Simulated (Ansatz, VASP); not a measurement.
## One calculation of N, two programs

```xyz
2
Lattice="2.5337 0.0000 0.0000 -1.2669 2.1943 0.0000 0.0000 0.0000 2.4206" Properties=species:S:1:pos:R:3 pbc="T T T"
N     1.2669    0.7314    0.6052
N     0.0000    1.4629    1.8155
```

Alike in both runs: functional PBEsol; k mesh 18 × 18 × 16; occupations gaussian, width 0.1 eV; no spin polarisation.

Ansatz relaxed the structure, and its values are those at the end. VASP's run is a single point on that final structure, the one shown.

|  | VASP | Ansatz |
| --- | --- | --- |
| version | VASP 6.6.1 | Ansatz 0.2.0 |
| potentials or method | VASP PAW PBE potentials, release 64 (N), cutoff 520 eV | scalar-relativistic, plane waves, PAW |
| valence electrons in the cell | 10 | 10 |

|  | VASP | Ansatz | Ansatz less VASP |
| --- | --- | --- | --- |
| gap on the k mesh at the Fermi level (eV) | none | none | - |
| pressure (GPa) | 0.0 | 0.0 | -0.03 |

VASP's potentials were made for PBE, not for PBEsol. A gap of «none» marks a metal or a gap that the smearing closes.
